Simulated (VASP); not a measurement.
Input of a VASP 6.6.1 run:

The input INCAR:

```
SYSTEM = MnS
PREC = Accurate ; ENCUT = 520
EDIFF = 1E-6 ; ISMEAR = 0
SIGMA = 0.05 ; LREAL = .FALSE.
LASPH = .TRUE. ; NELM = 150
ALGO = Normal ; ISIF = 2
LWAVE = .FALSE. ; LCHARG = .TRUE.
ISPIN = 2 ; MAGMOM = 4.85 -4.85 0 0
LORBIT = 11 ; LMAXMIX = 4
LDAU = .TRUE. ; LDAUTYPE = 2
LDAUL = 2 -1 ; LDAUU = 3.9 0
LDAUJ = 0 0 ; LDAUPRINT = 1
GGA = PE ; LELF = .TRUE.
LVHAR = .TRUE. ; NBANDS = 31
```

Contents of KPOINTS:

```
Automatic mesh
0
G
  8 8 8
  0 0 0
```

File POSCAR:

```
MnS
1.0
   -2.5864045833     -2.5864045833      5.1944414339
   -5.1944414339     -2.5864045833      2.5864045833
   -2.5864045833     -5.1944414339      2.5864045833
Mn S
2 2
Direct
    0.0000000000      0.0000000000      0.0000000000
    0.5000000000      0.5000000000      0.5000000000
    1.2499999980     -0.7500000020     -0.7500000020
    1.7500000020     -0.2499999980     -0.2499999980
```

Potentials or basis: VASP PAW PBE potentials, release 64 (Mn_pv, S).

Command:

```console
$ cat potpaw_PBE.64/Mn_pv/POTCAR potpaw_PBE.64/S/POTCAR > POTCAR
$ mpirun -np 1 vasp_std > vasp.out
```

Task: Predict the site moments.

Result: Mn +4.50, -4.50; S +0.00 μB.

Task: What does it give for the net moment?

Result: 0.00 μB per cell.

Task: Predict the pressure.

Result: 2.7 GPa.

Eigenvalues of the final occupation matrices:
```csv
site,spin,trace,eigenvalues
site 1 d,1,4.70,0.93 0.93 0.93 0.95 0.95
site 1 d,2,0.23,0.02 0.02 0.02 0.09 0.09
site 2 d,1,0.23,0.02 0.02 0.02 0.09 0.09
site 2 d,2,4.70,0.93 0.93 0.93 0.95 0.95
```

Caveat: the antiferromagnetic order is the one typed at the start, and another may lie lower. The state reached can hang on the start; a lower one may exist.
